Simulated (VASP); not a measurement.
KRe:

```
K Re
1.0
     5.93430    0.00000    0.00000
    -2.96715    5.13925    0.00000
     0.00000    0.00000    4.78790
K Re
3 3
Cartesian
  2.9671 0.0000 0.0000
  1.4836 2.5696 0.0000
  -1.4836 2.5696 0.0000
  0.0000 0.0000 0.0000
  0.0000 3.4262 2.3939
  2.9671 1.7131 2.3939
```

| Quantity | Value |
| --- | --- |
| Program | VASP 6.6.1 |
| Task | relaxation of cell and atoms |
| Functional | PBE |
| Potentials or basis | VASP PAW PBE potentials, release 64 (K_sv, Re) |
| Cutoff | 600 eV |
| k mesh | 3 × 3 × 4 |
| Occupations | gaussian, width 0.1 eV |
| Spin | no spin polarisation |

At the start: pressure 6.3 GPa; volume 24.34 Å³/atom.

Problem. Where does the relaxation end?

Solution. Over 17 steps the energy falls by 264.0 meV/atom and the volume is 26.42 Å³/atom (+8.6 %); space group P6/mmm (No. 191, to 0.1 Å) before and after.

The path:
| step | energy change (eV) | largest force (eV/Å) | pressure (GPa) | volume (Å³) |
| --- | --- | --- | --- | --- |
| 1 | 0.0000 | 0.0000 | 6.34 | 146.02 |
| 2 | -1.2258 | 0.0000 | -0.33 | 166.53 |
| 3 | -1.3410 | 0.0000 | -1.37 | 172.91 |
| 4 | -1.2644 | 0.0000 | -2.94 | 185.75 |
| 5 | -1.3604 | 0.0000 | -1.80 | 176.72 |
| 6 | -1.4943 | 0.0000 | -1.28 | 169.35 |
| 7 | -1.5061 | 0.0000 | -0.04 | 159.04 |
| 8 | -1.5406 | 0.0000 | -0.56 | 162.18 |
| 9 | -1.5366 | 0.0000 | -0.10 | 159.35 |
| 10 | -1.5796 | 0.0000 | 0.11 | 158.34 |
| 11 | -1.5792 | 0.0000 | -0.04 | 158.95 |
| 12 | -1.5824 | 0.0000 | -0.07 | 159.09 |
| 13 | -1.5825 | 0.0000 | -0.10 | 159.22 |
| 14 | -1.5826 | 0.0000 | -0.11 | 159.29 |
| 15 | -1.5836 | 0.0000 | 0.10 | 158.14 |
| 16 | -1.5836 | 0.0000 | 0.10 | 158.16 |
| 17 | -1.5841 | 0.0000 | 0.00 | 158.54 |

Final structure:
```
K Re
1.0
     5.61526    0.00000    0.00000
    -2.80763    4.86295    0.00000
     0.00000    0.00000    5.80573
K Re
3 3
Direct
  0.50000 0.00000 0.00000
  0.50000 0.50000 0.00000
  0.00000 0.50000 0.00000
  0.00000 0.00000 0.00000
  0.33333 0.66667 0.50000
  0.66667 0.33333 0.50000
```

Caveat: the k points lie up to 0.43 Å⁻¹ apart in the final cell, too coarse for converged energies and pressures of a metal; a cell axis changed by over 15 % at a fixed basis, so the end point is rough.
